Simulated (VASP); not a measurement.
# SrCl2 (I4mm) in VASP: further runs, part 2 of 2

VASP 6.6.1. Earlier steps stand in the parts before.

## (5) Single point, r2SCAN (all Cl atoms moved +0.075 Å, as atom 2 along Cartesian [1 0 0])

The input, POSCAR:

```
SrCl2
1.0
    0.0000000000      3.4855000000      3.4855000000
    3.4855000000      0.0000000000      3.4855000000
    3.4855000000      3.4855000000      0.0000000000
Sr Cl
1 2
Direct
    0.0000000000      0.0000000000      0.0000000000
    0.2392411419      0.2607588581      0.2607588581
    0.7392411419      0.7607588581      0.7607588581
```

The input, INCAR.step1:

```
  PREC = Accurate
  ENCUT = 520
  ISMEAR = 0
  SIGMA = 0.05
  LREAL = F
  LASPH = T
  NELM = 80
  NBANDS = 19
  GGA = PE
  ALGO = Normal
  EDIFF = 1E-4
  LWAVE = T
  LCHARG = F
```

The input, INCAR.step2:

```
  PREC = Accurate
  ENCUT = 520
  EDIFF = 1E-6
  ISMEAR = 0
  SIGMA = 0.05
  LREAL = F
  LASPH = T
  NELM = 80
  ALGO = Normal
  ISIF = 2
  LWAVE = F
  LCHARG = T
  METAGGA = R2SCAN
  LMIXTAU = T
  LELF = T
  LVHAR = T
  NBANDS = 19
  ISTART = 1
```

The input, KPOINTS:

```
Automatic mesh
0
Gamma
  6 6 6
```

Potentials or basis: VASP PAW PBE potentials, release 64 (Sr_sv, Cl).

Command:

```sh
> cat potpaw_PBE.64/Sr_sv/POTCAR potpaw_PBE.64/Cl/POTCAR > POTCAR
> cp INCAR.step1 INCAR
> mpirun -np 1 vasp_std > vasp.out
> cp INCAR.step2 INCAR
> mpirun -np 1 vasp_std > vasp.out
```

OUTCAR:

```text
PREC = Accurate
   ENCUT = 520
   EDIFF = 1E-6
   ISMEAR = 0
   LREAL = F
   LASPH = T
   NELM = 80
   ISIF = 2
   METAGGA = R2SCAN
   ISTART = 1

 ion  position               nearest neighbor table
   1  0.000  0.000  0.000-   3 2.98   3 2.98   2 2.98   2 2.98   3 3.06   3 3.06   2 3.06   2 3.06

   2  0.239  0.261  0.261-   1 2.98   1 2.98   1 3.06   1 3.06
   3  0.739  0.761  0.761-   1 2.98   1 2.98   1 3.06   1 3.06

  LATTYP: Found a face centered cubic cell.
 ALAT       =     6.9710000000
[... 722 lines left out ...]

  FORCE on cell =-STRESS in cart. coord.  units (eV):
  Direction    XX          YY          ZZ          XY          YZ          ZX
  --------------------------------------------------------------------------------------
  -------------------------------------------------------------------------------------
  Total        0.2483032      0.2704440      0.2704440     -0.0000000      0.0000000      0.0000000
  in kB        4.6975091      5.1163787      5.1163787     -0.0000000      0.0000000      0.0000000
  external PRESSURE =       4.9767555 kB  Pullay stress =       0.0000000 kB

 VOLUME and BASIS-vectors are now :
 -----------------------------------------------------------------------------
  energy-cutoff  :      520.00
  volume of cell :       84.69
      direct lattice vectors                 reciprocal lattice vectors
     0.000000000  3.485500000  3.485500000    -0.143451442  0.143451442  0.143451442
     3.485500000  0.000000000  3.485500000     0.143451442 -0.143451442  0.143451442
     3.485500000  3.485500000  0.000000000     0.143451442  0.143451442 -0.143451442

 POSITION                                       TOTAL-FORCE (eV/Angst)
 -----------------------------------------------------------------------------------
      0.00000      0.00000      0.00000         0.226287      0.000000      0.000000
      1.81775      1.74275      1.74275        -0.113144      0.000000      0.000000
      5.30325      5.22825      5.22825        -0.113144      0.000000      0.000000
 -----------------------------------------------------------------------------------
    total drift:                                0.000121     -0.000001     -0.000001

  FREE ENERGIE OF THE ION-ELECTRON SYSTEM (eV)
  ---------------------------------------------------
  free  energy   TOTEN  =       -35.6868332297 eV

  energy  without entropy=      -35.6868332297  energy(sigma->0) =      -35.68683323
```

OUTCAR.step1:

```text
PREC = Accurate
   ENCUT = 520
   ISMEAR = 0
   LREAL = F
[... 755 lines left out ...]
      0.00000      0.00000      0.00000         0.207303      0.000000      0.000000
      1.81775      1.74275      1.74275        -0.103652      0.000000      0.000000
      5.30325      5.22825      5.22825        -0.103652      0.000000      0.000000
 -----------------------------------------------------------------------------------
    total drift:                                0.000767     -0.000000     -0.000000

  FREE ENERGIE OF THE ION-ELECTRON SYSTEM (eV)
  ---------------------------------------------------
  free  energy   TOTEN  =       -12.7730143815 eV

  energy  without entropy=      -12.7730143815  energy(sigma->0) =      -12.77301438
```

OSZICAR.step1:

```text
N       E                     dE             d eps       ncg     rms          rms(c)
DAV:   1     0.141435467097E+03    0.14144E+03   -0.11443E+04  1140   0.113E+03
DAV:   2    -0.366788930600E+01   -0.14510E+03   -0.14042E+03  1494   0.221E+02
DAV:   3    -0.127135525162E+02   -0.90457E+01   -0.90129E+01  1441   0.552E+01
DAV:   4    -0.130468588899E+02   -0.33331E+00   -0.33275E+00  1922   0.933E+00
DAV:   5    -0.130499511076E+02   -0.30922E-02   -0.30921E-02  1533   0.891E-01    0.131E+01
DAV:   6    -0.127549987698E+02    0.29495E+00   -0.59147E-01  1309   0.432E+00    0.839E+00
DAV:   7    -0.127648351356E+02   -0.98364E-02   -0.36741E-01  1566   0.363E+00    0.213E+00
DAV:   8    -0.127705536168E+02   -0.57185E-02   -0.54720E-02  1284   0.129E+00    0.413E-01
DAV:   9    -0.127715295928E+02   -0.97598E-03   -0.19796E-03  1457   0.267E-01    0.149E-01
DAV:  10    -0.127728888344E+02   -0.13592E-02   -0.95046E-04  1228   0.180E-01    0.366E-02
DAV:  11    -0.127729917462E+02   -0.10291E-03   -0.67647E-05  1362   0.470E-02    0.411E-02
DAV:  12    -0.127730143815E+02   -0.22635E-04   -0.24973E-05   972   0.269E-02
   1 F= -.12773014E+02 E0= -.12773014E+02  d E =-.100449E-10
```

Wall time 2.1 min (1 thread of Intel Xeon Platinum 8488C (Sapphire Rapids), shared host); peak memory 0.27 GiB.

Results:

| Quantity | Value |
| --- | --- |
| Free energy | -35.6868 eV |
| Pressure | 0.5 GPa |
| Largest force | 0.226 eV/Å |
| Band gap on the k mesh | 5.97 eV (least direct gap 5.99 eV) |

Forces on the atoms (eV/Å):
```
Sr   0.226  0.000  0.000
Cl  -0.113  0.000  0.000
Cl  -0.113  0.000  0.000
```

Caveat: the cell differs from its parent crystal (all Cl atoms moved +0.075 Å, as atom 2 along Cartesian [1 0 0]); the PAW data sets were made with another functional, which shifts forces and pressure a little. A k mesh can miss the band edges.

## (6) Single point, r2SCAN (all Cl atoms moved +0.025 Å, as atom 2 along Cartesian [1 0 0])

The input, POSCAR:

```
SrCl2
1.0
    0.0000000000      3.4855000000      3.4855000000
    3.4855000000      0.0000000000      3.4855000000
    3.4855000000      3.4855000000      0.0000000000
Sr Cl
1 2
Direct
    0.0000000000      0.0000000000      0.0000000000
    0.2464137140      0.2535862860      0.2535862860
    0.7464137140      0.7535862860      0.7535862860
```

The input, INCAR.step1:

```
SYSTEM = SrCl2
ALGO = Normal ; EDIFF = 1E-4
ENCUT = 520 ; GGA = PE
ISMEAR = 0 ; LASPH = .TRUE.
LCHARG = .FALSE. ; LREAL = .FALSE.
LWAVE = .TRUE. ; NBANDS = 19
NELM = 80 ; PREC = Accurate
SIGMA = 0.05
```

The input, INCAR.step2:

```
SYSTEM = SrCl2
ALGO = Normal ; EDIFF = 1E-7
ENCUT = 520 ; ISIF = 2
ISMEAR = 0 ; ISTART = 1
LASPH = .TRUE. ; LCHARG = .FALSE.
LMIXTAU = .TRUE. ; LREAL = .FALSE.
LWAVE = .FALSE. ; METAGGA = R2SCAN
NBANDS = 19 ; NELM = 80
PREC = Accurate ; SIGMA = 0.05
```

The input, KPOINTS:

```
k-points
0
G
  6 6 6
  0 0 0
```

Potentials or basis: VASP PAW PBE potentials, release 64 (Sr_sv, Cl).

Command:

```sh
> cat potpaw_PBE.64/Sr_sv/POTCAR potpaw_PBE.64/Cl/POTCAR > POTCAR
> cp INCAR.step1 INCAR
> mpirun -np 1 vasp_std > vasp.out
> cp INCAR.step2 INCAR
> mpirun -np 1 vasp_std > vasp.out
```

OUTCAR:

```text
SYSTEM = SrCl2
   EDIFF = 1E-7
   ENCUT = 520
   ISIF = 2
   ISMEAR = 0
   ISTART = 1
   LASPH = .TRUE.
   LREAL = .FALSE.
   METAGGA = R2SCAN
   NELM = 80
   PREC = Accurate

 ion  position               nearest neighbor table
   1  0.000  0.000  0.000-   3 3.00   3 3.00   2 3.00   2 3.00   3 3.03   3 3.03   2 3.03   2 3.03

   2  0.246  0.254  0.254-   1 3.00   1 3.00   1 3.03   1 3.03
   3  0.746  0.754  0.754-   1 3.00   1 3.00   1 3.03   1 3.03

[... 724 lines left out ...]

  FORCE on cell =-STRESS in cart. coord.  units (eV):
  Direction    XX          YY          ZZ          XY          YZ          ZX
  --------------------------------------------------------------------------------------
  -------------------------------------------------------------------------------------
  Total        0.2335138      0.2357039      0.2357039      0.0000000      0.0000000     -0.0000000
  in kB        4.4177171      4.4591506      4.4591506      0.0000000      0.0000000     -0.0000000
  external PRESSURE =       4.4453394 kB  Pullay stress =       0.0000000 kB

 VOLUME and BASIS-vectors are now :
 -----------------------------------------------------------------------------
  energy-cutoff  :      520.00
  volume of cell :       84.69
      direct lattice vectors                 reciprocal lattice vectors
     0.000000000  3.485500000  3.485500000    -0.143451442  0.143451442  0.143451442
     3.485500000  0.000000000  3.485500000     0.143451442 -0.143451442  0.143451442
     3.485500000  3.485500000  0.000000000     0.143451442  0.143451442 -0.143451442

 POSITION                                       TOTAL-FORCE (eV/Angst)
 -----------------------------------------------------------------------------------
      0.00000      0.00000      0.00000         0.075961      0.000000      0.000000
      1.76775      1.74275      1.74275        -0.037981      0.000000      0.000000
      5.25325      5.22825      5.22825        -0.037981     -0.000000     -0.000000
 -----------------------------------------------------------------------------------
    total drift:                               -0.001471      0.000001      0.000001

  FREE ENERGIE OF THE ION-ELECTRON SYSTEM (eV)
  ---------------------------------------------------
  free  energy   TOTEN  =       -35.6943655730 eV

  energy  without entropy=      -35.6943655730  energy(sigma->0) =      -35.69436557
```

It took 2.5 min on 1 thread of Intel Xeon Platinum 8488C (Sapphire Rapids), shared host; peak memory 0.27 GiB.

What came out:

| Item | Value |
| --- | --- |
| Free energy | -35.6944 eV |
| Pressure | 0.4 GPa |
| Largest force | 0.076 eV/Å |
| Band gap on the k mesh | 5.98 eV (least direct gap 5.99 eV) |

Forces on the atoms (eV/Å):
```
Sr   0.076  0.000  0.000
Cl  -0.038  0.000  0.000
Cl  -0.038  0.000  0.000
```

Levels at points of the mesh, in eV from the valence-band top:
```tsv
k point	band 8	band 9	band 10	band 11	band 12	band 13	band 14	band 15	band 16	band 17
(0.00, 0.00, 0.00)	-2.16	-2.16	-0.35	-0.35	-0.35	5.98	6.69	6.69	9.62	9.62
(0.50, 0.00, 0.00)	-1.59	-1.49	-1.35	-1.07	-1.07	7.29	7.30	8.19	8.30	9.35
(0.50, 0.50, 0.00)	-1.93	-1.93	-0.40	-0.40	0.00	5.99	7.79	8.22	8.71	8.72
(0.00, 0.50, 0.50)	-1.93	-1.93	-0.40	-0.40	0.00	5.99	7.80	8.22	8.72	8.72
```

Caveat: the cell differs from its parent crystal (all Cl atoms moved +0.025 Å, as atom 2 along Cartesian [1 0 0]); the PAW data sets were made with another functional, which shifts forces and pressure a little. A k mesh can miss the band edges.

## (7) The runs side by side

```csv
cell,gap on the mesh (eV),pressure (GPa),largest force (eV/Å)
"as given, atomic positions A",5.96,0.6,0.30
"as given, atomic positions B",5.97,0.5,0.15
"as given, atomic positions C",5.96,0.6,0.38
"as given, atomic positions D",5.97,0.5,0.23
"as given, atomic positions E",5.98,0.4,0.08
```

Alike in all rows: task single point; level r2SCAN; potentials or basis VASP PAW PBE potentials, release 64 (Sr_sv, Cl); no spin polarisation; k mesh 6 × 6 × 6; cutoff (eV) 520; smearing gaussian 0.05 eV.

Caveats: the PAW data sets were made with another functional, which shifts forces and pressure a little.

Absolute energies hang on the potentials; compare differences alone.
